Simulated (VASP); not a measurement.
# BN (Amm2) in VASP: further runs, part 2 of 2

VASP 6.6.1. Earlier steps stand in the parts before.

## (3) Single point, PBE (atom 3 (N) moved +0.067 Å towards its neighbour atom 2 (B) at 1.446 Å)

Input file INCAR:

```
SYSTEM = BN
PREC = Accurate
ENCUT = 520
EDIFF = 1E-6
ISMEAR = 0
SIGMA = 0.05
LREAL = .FALSE.
LASPH = .TRUE.
NELM = 60
ALGO = Normal
ISIF = 2
LWAVE = .FALSE.
LCHARG = .FALSE.
GGA = PE
NBANDS = 16
```

Input file KPOINTS:

```
regular mesh
0
G
  12 12 4
  0 0 0
```

Input file POSCAR:

```
BN
1.0
    2.5039917043      0.0000000000      0.0000000000
   -1.2519958522      2.1685204268      0.0000000000
    0.0000000000      0.0000000000      6.6612000000
B N
2 2
Direct
    0.3333333333      0.6666666667      0.2500000000
    0.6666666667      0.3333333333      0.7500000000
    0.3025750342      0.6512875171      0.7500000000
    0.6666666667      0.3333333333      0.2500000000
```

Potentials or basis: VASP PAW PBE potentials, release 64 (B, N).

Started as:

```
> cat potpaw_PBE.64/B/POTCAR potpaw_PBE.64/N/POTCAR > POTCAR
> mpirun -np 1 vasp_std > vasp.out
```

Wall time 53 s (1 thread of Intel Xeon 6975P-C (Granite Rapids), shared host); peak memory 0.18 GiB.

Results (log left out):

```
Free energy            : -35.0561 eV
Pressure               : 4.3 GPa
Largest force          : 3.063 eV/Å
Band gap on the k mesh : 4.17 eV, indirect (least direct gap 4.55 eV)
```

Forces in eV/Å, atoms in the order of the input:
```
B   -0.001 -0.001  0.000
B   -2.647 -1.528  0.000
N    2.652  1.531  0.000
N   -0.005 -0.003  0.000
```

Stress tensor (GPa, compression positive):
```
7.19 3.65 0.00
3.65 2.98 0.00
0.00 0.00 2.71
```

Levels at points of the mesh, in eV from the valence-band top:
| k point | band 6 | band 7 | band 8 | band 9 | band 10 | band 11 |
| --- | --- | --- | --- | --- | --- | --- |
| (0.00, 0.00, 0.00) | -1.31 | -1.31 | -0.55 | 5.24 | 10.29 | 10.61 |
| (0.50, 0.00, 0.00) | -3.73 | -1.29 | -0.39 | 4.17 | 5.31 | 9.60 |
| (0.00, 0.50, 0.00) | -4.10 | -1.52 | -0.47 | 4.33 | 5.85 | 9.43 |
| (0.00, 0.00, 0.50) | -1.31 | -1.31 | -0.55 | 7.59 | 7.59 | 10.61 |
| (0.50, 0.00, 0.50) | -3.73 | -0.91 | -0.68 | 4.28 | 4.74 | 9.93 |
| (0.00, 0.50, 0.50) | -4.11 | -1.05 | -0.92 | 4.74 | 5.01 | 9.73 |

Caveat: the cell differs from its parent crystal (atom 3 (N) moved +0.067 Å towards its neighbour atom 2 (B) at 1.446 Å); this functional lacks dispersion, which binds the layers, so the pressure and a relaxed spacing across them are unreliable; forces of over 1 eV/Å act on the atoms, so gaps and moduli don't describe the material at rest.

## (4) Single point, PBE (atom 3 (N) moved -0.033 Å towards its neighbour atom 2 (B) at 1.446 Å)

Input file INCAR:

```
SYSTEM = BN
  PREC = Accurate
  ENCUT = 520
  EDIFF = 1E-7
  ISMEAR = 0
  SIGMA = 0.05
  LREAL = .False.
  LASPH = .True.
  NELM = 60
  ALGO = Normal
  ISIF = 2
  LWAVE = .False.
  LCHARG = .True.
  GGA = PE
  LELF = .True.
  LVHAR = .True.
  NBANDS = 16
```

Input file KPOINTS:

```
regular mesh
0
Gamma
  12 12 4
  0 0 0
```

POSCAR: that of step 3 with these lines changed.

```diff
@@ -10,3 +10,3 @@
     0.6666666667      0.3333333333      0.7500000000
-    0.3025750342      0.6512875171      0.7500000000
+    0.3486894257      0.6743447129      0.7500000000
     0.6666666667      0.3333333333      0.2500000000
```

Started as:

```
> cat potpaw_PBE.64/B/POTCAR potpaw_PBE.64/N/POTCAR > POTCAR
> mpirun -np 1 vasp_std > vasp.out
```

It took 41 s on 1 thread of Intel Xeon 6975P-C (Granite Rapids), shared host; peak memory 0.18 GiB.

Results (log left out):

* Free energy: -35.1326 eV
* Pressure: 3.6 GPa
* Largest force: 1.308 eV/Å
* Band gap on the k mesh: 4.26 eV, indirect (least direct gap 4.64 eV)

Forces on the atoms (eV/Å):
```
B    0.001  0.000  0.000
B    1.131  0.653  0.000
N   -1.133 -0.654  0.000
N    0.001  0.001  0.000
```

Stress tensor (GPa, compression positive):
```
 3.13 -1.56  0.00
-1.56  4.94  0.00
 0.00  0.00  2.70
```

Levels at points of the mesh, in eV from the valence-band top:
| k point | band 4 | band 5 | band 6 | band 7 | band 8 | band 9 | band 10 | band 11 | band 12 | band 13 |
| --- | --- | --- | --- | --- | --- | --- | --- | --- | --- | --- |
| (0.00, 0.00, 0.00) | -4.11 | -1.70 | -1.31 | -1.31 | -0.92 | 5.24 | 10.28 | 11.07 | 11.60 | 11.62 |
| (0.50, 0.00, 0.00) | -8.78 | -4.32 | -4.11 | -1.51 | -0.46 | 4.33 | 5.84 | 9.50 | 9.94 | 12.74 |
| (0.00, 0.50, 0.00) | -8.85 | -4.12 | -3.99 | -1.39 | -0.42 | 4.26 | 5.54 | 9.54 | 9.96 | 12.69 |
| (0.00, 0.00, 0.50) | -5.27 | -1.70 | -1.31 | -1.31 | -0.92 | 7.59 | 7.59 | 11.09 | 11.61 | 11.61 |
| (0.50, 0.00, 0.50) | -8.80 | -4.32 | -4.11 | -1.04 | -0.92 | 4.74 | 5.00 | 9.86 | 9.91 | 13.56 |
| (0.00, 0.50, 0.50) | -8.88 | -4.11 | -4.00 | -0.91 | -0.86 | 4.62 | 4.74 | 9.91 | 9.92 | 13.56 |

Caveat: the cell differs from its parent crystal (atom 3 (N) moved -0.033 Å towards its neighbour atom 2 (B) at 1.446 Å); this functional lacks dispersion, which binds the layers, so the pressure and a relaxed spacing across them are unreliable; forces of over 1 eV/Å act on the atoms, so gaps and moduli don't describe the material at rest.

## (5) Single point, PBE (atom 3 (N) moved +0.100 Å towards its neighbour atom 2 (B) at 1.446 Å)

Input file INCAR:

```
PREC = Accurate ; ENCUT = 520
EDIFF = 1E-7 ; ISMEAR = 0
SIGMA = 0.05 ; LREAL = False
LASPH = True ; NELM = 100
ALGO = Normal ; ISIF = 2
LWAVE = False ; LCHARG = True
GGA = PE ; LELF = True
LVHAR = True ; NBANDS = 16
```

Input file KPOINTS:

```
Automatic mesh
0
Gamma
  12 12 4
```

POSCAR: that of step 4 with these lines changed.

```diff
@@ -10,3 +10,3 @@
     0.6666666667      0.3333333333      0.7500000000
-    0.3486894257      0.6743447129      0.7500000000
+    0.2872189418      0.6436094709      0.7500000000
     0.6666666667      0.3333333333      0.2500000000
```

Potentials or basis: VASP PAW PBE potentials, release 64 (B, N).

Started as:

```
> cat potpaw_PBE.64/B/POTCAR potpaw_PBE.64/N/POTCAR > POTCAR
> mpirun -np 1 vasp_std > vasp.out
```

OUTCAR:

```text
PREC = Accurate
   ENCUT = 520
   EDIFF = 1E-7
   ISMEAR = 0
   LREAL = False
   LASPH = True
   NELM = 100
   ISIF = 2
   GGA = PE

 ion  position               nearest neighbor table
   1  0.333  0.667  0.250-   4 1.45   4 1.45   4 1.45
   2  0.667  0.333  0.750-   3 1.35   3 1.50   3 1.50
   3  0.287  0.644  0.750-   2 1.35   2 1.50   2 1.50
   4  0.667  0.333  0.250-   1 1.45   1 1.45   1 1.45

  LATTYP: Found a hexagonal cell.
 ALAT       =     2.5039917043
 C/A-ratio  =     2.6602324555

[... 652 lines left out ...]

  FORCE on cell =-STRESS in cart. coord.  units (eV):
  Direction    XX          YY          ZZ          XY          YZ          ZX
  --------------------------------------------------------------------------------------
  -------------------------------------------------------------------------------------
  Total        2.3228714      0.7883379      0.6109959      1.3289450      0.0000000      0.0000000
  in kB      102.8932491     34.9199919     27.0645013     58.8665675      0.0000000      0.0000000
  external PRESSURE =      54.9592474 kB  Pullay stress =       0.0000000 kB

 VOLUME and BASIS-vectors are now :
 -----------------------------------------------------------------------------
  energy-cutoff  :      520.00
  volume of cell :       36.17
      direct lattice vectors                 reciprocal lattice vectors
     2.503991704  0.000000000  0.000000000     0.399362345  0.230571958  0.000000000
    -1.251995852  2.168520427  0.000000000     0.000000000  0.461143915  0.000000000
     0.000000000  0.000000000  6.661200000     0.000000000  0.000000000  0.150123101

 POSITION                                       TOTAL-FORCE (eV/Angst)
 -----------------------------------------------------------------------------------
     -0.00000      1.44568      1.66530        -0.001129     -0.000652      0.000000
      1.25200      0.72284      4.99590        -4.185364     -2.416421      0.000000
     -0.08660      1.39568      4.99590         4.194377      2.421625      0.000000
      1.25200      0.72284      1.66530        -0.007884     -0.004552      0.000000
 -----------------------------------------------------------------------------------
    total drift:                                0.000068      0.000039     -0.000000

  FREE ENERGIE OF THE ION-ELECTRON SYSTEM (eV)
  ---------------------------------------------------
  free  energy   TOTEN  =       -34.9250269460 eV

  energy  without entropy=      -34.9250269460  energy(sigma->0) =      -34.92502695
```

Wall time 36 s (1 thread of Intel Xeon 6975P-C (Granite Rapids), shared host); peak memory 0.19 GiB.

Results:

```yaml
Free_energy: -34.9250 eV
Pressure: 5.5 GPa
Largest_force: 4.843 eV/Å
Band_gap_on_the_k_mesh: 4.07 eV, indirect (least direct gap 4.47 eV)
```

Forces on the atoms (eV/Å):
```
B   -0.001 -0.001  0.000
B   -4.185 -2.416  0.000
N    4.194  2.422  0.000
N   -0.008 -0.005  0.000
```

Stress tensor (GPa, compression positive):
```
10.29  5.89  0.00
 5.89  3.49  0.00
 0.00  0.00  2.71
```

Levels at points of the mesh, in eV from the valence-band top:
```
           k point  band 6  band 7  band 8  band 9  band 10  band 11
(0.00, 0.00, 0.00)   -1.32   -1.32   -0.18    5.24    10.15    10.28
(0.50, 0.00, 0.00)   -3.56   -1.23   -0.38    4.10     5.20     9.62
(0.00, 0.50, 0.00)   -4.11   -1.58   -0.49    4.34     5.97     9.29
(0.00, 0.00, 0.50)   -1.32   -1.32   -0.18    7.58     7.58    10.15
(0.50, 0.00, 0.50)   -3.57   -0.92   -0.59    4.08     4.73     9.92
(0.00, 0.50, 0.50)   -4.12   -1.14   -0.92    4.74     5.16     9.54
```

Caveat: the cell differs from its parent crystal (atom 3 (N) moved +0.100 Å towards its neighbour atom 2 (B) at 1.446 Å); this functional lacks dispersion, which binds the layers, so the pressure and a relaxed spacing across them are unreliable; forces of over 1 eV/Å act on the atoms, so gaps and moduli don't describe the material at rest.
